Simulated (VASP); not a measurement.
# KBr (Immm) in VASP: single point with HSE06

Aim: the single point of KBr with HSE06.

All numbers are computed with VASP 6.6.1; they aren't measurements. Logs are shortened: lines on timing, memory, paths and dates and some standing lists are left out, and cuts for length are marked.

## (1) The cell of the first run

Symmetry: Immm, No. 71, orthorhombic system. Conventional cell: a = 4.650 Å, b = 4.690 Å, c = 6.604 Å, α = 90.00°, β = 90.00°, γ = 90.00°. Within 4.3 Å of K (site symmetry mmm) lie 6 Br at 3.30 Å. Within 4.3 Å of Br (site symmetry mmm) lie 6 K at 3.30 Å.

## (2) Single point, HSE06 (shear xy strain +0.9%)

POSCAR

```
KBr
1.0
    0.0141996657      3.3022478341      3.3022478341
    3.3022478341      0.0141996657      3.3022478341
    3.3164474998      3.3164474998      0.0000000000
K Br
1 1
Direct
    0.0000000000      0.0000000000      0.0000000000
    0.5000000000      0.5000000000      0.5000000000
```

INCAR.step1

```
  ALGO = Normal
  EDIFF = 1E-5
  ENCUT = 520
  GGA = PE
  ISIF = 2
  ISMEAR = 0
  LASPH = True
  LCHARG = False
  LREAL = False
  LWAVE = True
  NBANDS = 15
  NELM = 80
  PREC = Accurate
  SIGMA = 0.01
```

INCAR.step2

```
  ALGO = Normal
  EDIFF = 1E-7
  ENCUT = 520
  GGA = PE
  HFSCREEN = 0.2079
  ISIF = 2
  ISMEAR = 0
  ISTART = 1
  LASPH = True
  LCHARG = False
  LHFCALC = True
  LREAL = False
  LWAVE = False
  NBANDS = 15
  NELM = 80
  PREC = Accurate
  PRECFOCK = Normal
  SIGMA = 0.01
```

KPOINTS

```
k-points
0
Gamma
  4 4 4
```

Potentials or basis: VASP PAW PBE potentials, release 64 (K_sv, Br).

Command:

```console
$ cat potpaw_PBE.64/K_sv/POTCAR potpaw_PBE.64/Br/POTCAR > POTCAR
$ cp INCAR.step1 INCAR
$ mpirun -np 1 vasp_std > vasp.out
$ cp INCAR.step2 INCAR
$ mpirun -np 1 vasp_std > vasp.out
```

OUTCAR:

```text
EDIFF = 1E-7
   ENCUT = 520
   GGA = PE
   HFSCREEN = 0.2079
   ISIF = 2
   ISMEAR = 0
   ISTART = 1
   LASPH = True
   LHFCALC = True
   LREAL = False
   NELM = 80
   PREC = Accurate
   PRECFOCK = Normal

 ion  position               nearest neighbor table
   1  0.000  0.000  0.000-   2 3.30   2 3.30   2 3.30   2 3.30   2 3.30   2 3.30
   2  0.500  0.500  0.500-   1 3.30   1 3.30   1 3.30   1 3.30   1 3.30   1 3.30

  LATTYP: Found a body centered orthorhombic cell.
 ALAT       =     4.6500023135
 B/A-ratio  =     1.0086371397
 C/A-ratio  =     1.4203209424

  Lattice vectors:

 A1 = (   3.3022478341,   0.0141996657,  -3.3022478341)
 A2 = (  -3.3022478341,  -0.0141996657,  -3.3022478341)
 A3 = (   0.0141996657,   3.3022478341,   3.3022478341)

Analysis of symmetry for initial positions (statically):
=====================================================================
 Subroutine PRICEL returns:
 Original cell was already a primitive cell.

 Routine SETGRP: Setting up the symmetry group for a
 body centered orthorhombic supercell.

 Subroutine GETGRP returns: Found  8 space group operations
 (whereof  8 operations were pure point group operations)
 out of a pool of  8 trial point group operations.

The static configuration has the point symmetry D_2h.

Analysis of symmetry for dynamics (positions and initial velocities):
=====================================================================
 Subroutine PRICEL returns:
 Original cell was already a primitive cell.

 Routine SETGRP: Setting up the symmetry group for a
 body centered orthorhombic supercell.

 Subroutine GETGRP returns: Found  8 space group operations
 (whereof  8 operations were pure point group operations)
 out of a pool of  8 trial point group operations.

The dynamic configuration has the point symmetry D_2h.

 Subroutine INISYM returns: Found  8 space group operations
 (whereof  8 operations are pure point group operations),
 and found     1 'primitive' translations

----------------------------------------------------------------------------------------

                                     Primitive cell

  volume of cell :      72.0196

  direct lattice vectors                    reciprocal lattice vectors
     0.014199666  3.302247834  3.302247834    -0.152065899  0.152065899  0.151412015
     3.302247834  0.014199666  3.302247834     0.152065899 -0.152065899  0.151412015
     3.316447500  3.316447500  0.000000000     0.150763731  0.150763731 -0.151412015

  length of vectors
     4.670105261  4.670105261  4.690165033     0.263008885  0.263008885  0.261505265

  position of ions in fractional coordinates (direct lattice)
     0.000000000  0.000000000  0.000000000
     0.500000000  0.500000000  0.500000000

  ion indices of the primitive-cell ions
   primitive index   ion index
                 1           1
                 2           2

----------------------------------------------------------------------------------------

 KPOINTS: k-points

Automatic generation of k-mesh.
 Grid dimensions read from file:
 generate k-points for:    4    4    4

 Generating k-lattice:

  Cartesian coordinates                     Fractional coordinates (reciprocal lattice)
    -0.038016475  0.038016475  0.037853004     0.250000000 -0.000000000  0.000000000
     0.038016475 -0.038016475  0.037853004    -0.000000000  0.250000000  0.000000000
     0.037690933  0.037690933 -0.037853004     0.000000000  0.000000000  0.250000000

  Length of vectors
     0.065752221  0.065752221  0.065376316

  Shift w.r.t. Gamma in fractional coordinates (k-lattice)
     0.000000000  0.000000000  0.000000000

 Subroutine IBZKPT returns following result:
 ===========================================

 Found     18 irreducible k-points:

 Following reciprocal coordinates:
            Coordinates               Weight
  0.000000  0.000000  0.000000      1.000000
  0.250000 -0.000000  0.000000      4.000000
  0.500000 -0.000000  0.000000      2.000000
  0.250000  0.250000  0.000000      2.000000
  0.500000  0.250000  0.000000      4.000000
 -0.250000  0.250000  0.000000      2.000000
[... 10 lines left out ...]
  0.250000  0.250000  0.500000      2.000000
 -0.250000  0.250000  0.500000      2.000000
   k-points           NKPTS =     18   k-points in BZ     NKDIM =     64   number of bands    NBANDS=     15
   number of dos      NEDOS =    301   number of ions     NIONS =      2
   total plane-waves  NPLWV =  46656
   dimension x,y,z NGX =    36 NGY =   36 NGZ =   36
   dimension x,y,z NGXF=    72 NGYF=   72 NGZF=   72
   ions per type =               1   1
   NGX,Y,Z   is equivalent  to a cutoff of  12.82, 12.82, 12.76 a.u.
   NGXF,Y,Z  is equivalent  to a cutoff of  25.63, 25.63, 25.52 a.u.
 SYSTEM =  unknown system
   PREC   = accura    normal or accurate (medium, high low for compatibility)
   ISTART =      1    job   : 0-new  1-cont  2-samecut
   ICHARG =      0    charge: 1-file 2-atom 10-const
   ISPIN  =      1    spin polarized calculation?
   LNONCOLLINEAR =      F non collinear calculations
   LSORBIT =      F    spin-orbit coupling
   LASPH  =      T    aspherical Exc in radial PAW
   ENCUT  =  520.0 eV  38.22 Ry    6.18 a.u.   8.68  8.68  8.72*2*pi/ulx,y,z
   NELM   =     80;   NELMIN=  2; NELMDL=  0     # of ELM steps
   EDIFF  = 0.1E-06   stopping-criterion for ELM
   LREAL  =      F    real-space projection
   EDIFFG = 0.1E-05   stopping-criterion for IOM
   NSW    =      0    number of steps for IOM
   IBRION =     -1    ionic relax: 0-MD 1-quasi-New 2-CG
   NFREE  =      0    steps in history (QN), initial steepest desc. (CG)
   ISIF   =      2    stress and relaxation
   ISYM   =      3    0-nonsym 1-usesym 2-fastsym
   POTIM  = 0.5000    time-step for ionic-motion
   TEBEG  =    0.0;   TEEND  =   0.0 temperature during run
   PSTRESS=    0.0 pullay stress
   NELECT =      16.0000    total number of electrons
   NUPDOWN=      -1.0000    fix difference up-down
   EMIN   =  10.00;   EMAX   =-10.00  energy-range for DOS
   EFERMI =   0.00;   METHOD = LEGACY
   ISMEAR =     0;   SIGMA  =   0.01  broadening in eV -4-tet -1-fermi 0-gaus
   EFERMI_NEDOS =   21; number of points for ismear=-14 and -15
   IALGO  =     38    algorithm
   IMIX   =      1    mixing-type and parameters
     AMIX     =   0.40;   BMIX     =  1.00
     AMIX_MAG =   1.60;   BMIX_MAG =  1.00
  volume/ion in A,a.u.               =      36.01       243.01
  Fermi-wavevector in a.u.,A,eV,Ry     =   0.991512  1.873685 13.375825  0.983095
  Thomas-Fermi vector in A             =   2.123258
   LORBIT       =      0    0 simple, 1 ext, 2 COOP (PROOUT), +10 PAW based schemes
   GGA     = PE    functional components
   LHFCALC =     T    Hartree Fock is set to
   PRECFOCK=normal    Normal, Fast or Accurate (Low or Medium for compatibility)
   ENCUT4O =  -1.0   cutoff for four orbital integrals eV
   NKREDX  =     1    reduce k-point grid by
   NKREDY  =     1    reduce k-point grid by
   NKREDZ  =     1    reduce k-point grid by
   AEXX    =    0.2500 exact exchange contribution
   HFSCREEN=    0.2079 screening length (either q_TF or 0.3 A-1)
   HFSCREENC=   0.2079 screening length for correlation (either q_TF or 0.3 A-1)
   ENCUTFOCK=  -1.0 apply spherical cutoff to Coloumb kernel
   IVDW    =     0    specifies the selected vdW correction
   LEPSILON=     F    determine dielectric tensor
   LRPA    =     F    only Hartree local field effects (RPA)
 non-spin polarized calculation
 Gauss-broadening in eV      SIGMA  =   0.01
  energy-cutoff  :      520.00
  volume of cell :       72.02
 maximum number of plane-waves:      1956
 NGX is ok and might be reduce to    36
  NGX = 28; NGY = 28; NGZ = 28

 number of electron      15.9999997 magnetization

 Free energy of the ion-electron system (eV)
  ---------------------------------------------------
  ext. energy  EPLUGINS =         0.00000000
  ---------------------------------------------------
  free energy    TOTEN  =        -7.16935910 eV

  energy without entropy =       -7.16935910  energy(sigma->0) =       -7.16935910

 E-fermi :  -2.4539     XC(G=0):  -6.1763

 val. band max:       -2.6101400731   @ k =   0.0000   0.0000   0.0000
 cond. band min:       2.9730113912   @ k =   0.0000   0.0000   0.0000
 fundamental gap:      5.5831514643
 Fermi energy:        -2.4538597210

 k-point     1 :       0.0000    0.0000    0.0000
  band No.  band energies     occupation
      1     -32.5918      2.00000
      2     -15.9409      2.00000
      3     -14.7158      2.00000
      4     -14.7154      2.00000
      5     -14.7151      2.00000
      6      -2.6298      2.00000
      7      -2.6202      2.00000
      8      -2.6101      2.00000
      9       2.9730      0.00000
     10       6.3104      0.00000
     11       6.3474      0.00000
     12       6.3842      0.00000
     13       7.2971      0.00000
     14       7.2976      0.00000
     15      10.1240      0.00000

 k-point     2 :       0.2500   -0.0000    0.0000
  band No.  band energies     occupation
      1     -32.5888      2.00000
      2     -16.0317      2.00000
      3     -14.7177      2.00000
      4     -14.7168      2.00000
      5     -14.5808      2.00000
      6      -3.3027      2.00000
      7      -2.8083      2.00000
      8      -2.7958      2.00000
      9       4.2458      0.00000
     10       6.1696      0.00000
     11       7.0594      0.00000
     12       7.1075      0.00000
     13       8.0892      0.00000
     14       8.1009      0.00000
     15      11.2186      0.00000

 k-point     3 :       0.5000   -0.0000    0.0000
  band No.  band energies     occupation
      1     -32.5859      2.00000
      2     -16.1084      2.00000
      3     -14.7198      2.00000
      4     -14.7184      2.00000
      5     -14.4586      2.00000
      6      -3.8462      2.00000
      7      -2.9748      2.00000
      8      -2.9625      2.00000
      9       5.1210      0.00000
     10       6.9779      0.00000
     11       8.7141      0.00000
     12       8.7467      0.00000
     13       8.7615      0.00000
     14       8.7947      0.00000
     15       9.9007      0.00000

 k-point     4 :       0.2500    0.2500    0.0000
  band No.  band energies     occupation
      1     -32.5880      2.00000
      2     -15.9806      2.00000
      3     -14.7338      2.00000
      4     -14.7335      2.00000
      5     -14.6253      2.00000
      6      -3.3467      2.00000
      7      -2.8035      2.00000
      8      -2.7795      2.00000
      9       4.4917      0.00000
     10       5.1610      0.00000
     11       7.7620      0.00000
     12       7.8617      0.00000
     13       7.9273      0.00000
     14       8.3973      0.00000
     15      10.7795      0.00000
[... 199 lines left out ...]
 k-point    16 :       0.5000   -0.0000    0.5000
  band No.  band energies     occupation
      1     -32.5843      2.00000
      2     -15.8280      2.00000
      3     -14.8080      2.00000
      4     -14.7523      2.00000
      5     -14.7522      2.00000
      6      -3.4851      2.00000
      7      -2.9266      2.00000
      8      -2.9265      2.00000
      9       4.4487      0.00000
     10       5.8616      0.00000
     11       8.1482      0.00000
     12       8.3528      0.00000
     13       8.6812      0.00000
     14       9.9217      0.00000
     15       9.9232      0.00000

 k-point    17 :       0.2500    0.2500    0.5000
  band No.  band energies     occupation
      1     -32.5862      2.00000
      2     -16.0384      2.00000
      3     -14.7567      2.00000
      4     -14.7200      2.00000
      5     -14.5310      2.00000
      6      -3.5658      2.00000
      7      -3.0458      2.00000
      8      -2.9365      2.00000
      9       5.4838      0.00000
     10       6.1152      0.00000
     11       7.5811      0.00000
     12       7.8128      0.00000
     13       8.4976      0.00000
     14       9.5738      0.00000
     15      10.0484      0.00000

 k-point    18 :      -0.2500    0.2500    0.5000
  band No.  band energies     occupation
      1     -32.5842      2.00000
      2     -15.9247      2.00000
      3     -14.7822      2.00000
      4     -14.7775      2.00000
      5     -14.6161      2.00000
      6      -3.2466      2.00000
      7      -3.2356      2.00000
      8      -3.1772      2.00000
      9       6.0261      0.00000
     10       6.0336      0.00000
     11       6.9688      0.00000
     12       7.8890      0.00000
     13       9.5417      0.00000
     14       9.9580      0.00000
     15      10.1670      0.00000

------------------------ aborting loop because EDIFF is reached ----------------------------------------

  FORCE on cell =-STRESS in cart. coord.  units (eV):
  Direction    XX          YY          ZZ          XY          YZ          ZX
  --------------------------------------------------------------------------------------
  -------------------------------------------------------------------------------------
  Total        0.2024229      0.2024229      0.2023303     -0.0203581      0.0000000      0.0000000
  in kB        4.5031804      4.5031804      4.5011198     -0.4528947      0.0000000      0.0000000
  external PRESSURE =       4.5024936 kB  Pullay stress =       0.0000000 kB

 VOLUME and BASIS-vectors are now :
 -----------------------------------------------------------------------------
  energy-cutoff  :      520.00
  volume of cell :       72.02
      direct lattice vectors                 reciprocal lattice vectors
     0.014199666  3.302247834  3.302247834    -0.152065899  0.152065899  0.151412015
     3.302247834  0.014199666  3.302247834     0.152065899 -0.152065899  0.151412015
     3.316447500  3.316447500  0.000000000     0.150763731  0.150763731 -0.151412015

 POSITION                                       TOTAL-FORCE (eV/Angst)
 -----------------------------------------------------------------------------------
      0.00000      0.00000      0.00000         0.000000      0.000000      0.000000
      3.31645      3.31645      3.30225         0.000000     -0.000000     -0.000000
 -----------------------------------------------------------------------------------
    total drift:                               -0.000000     -0.000000     -0.000000

  FREE ENERGIE OF THE ION-ELECTRON SYSTEM (eV)
  ---------------------------------------------------
  free  energy   TOTEN  =        -7.1693591043 eV

  energy  without entropy=       -7.1693591043  energy(sigma->0) =       -7.16935910
```

It took 41 min on 1 thread of AMD EPYC 7R43 (Zen 3), shared host; peak memory 0.29 GiB.

What came out:

```yaml
Free_energy: -7.1694 eV
Pressure: 0.5 GPa
Band_gap_on_the_k_mesh: 5.58 eV
```

Caveat: the cell differs from its parent crystal (shear xy strain +0.9%); the PAW data sets were made with another functional, which shifts forces and pressure a little.
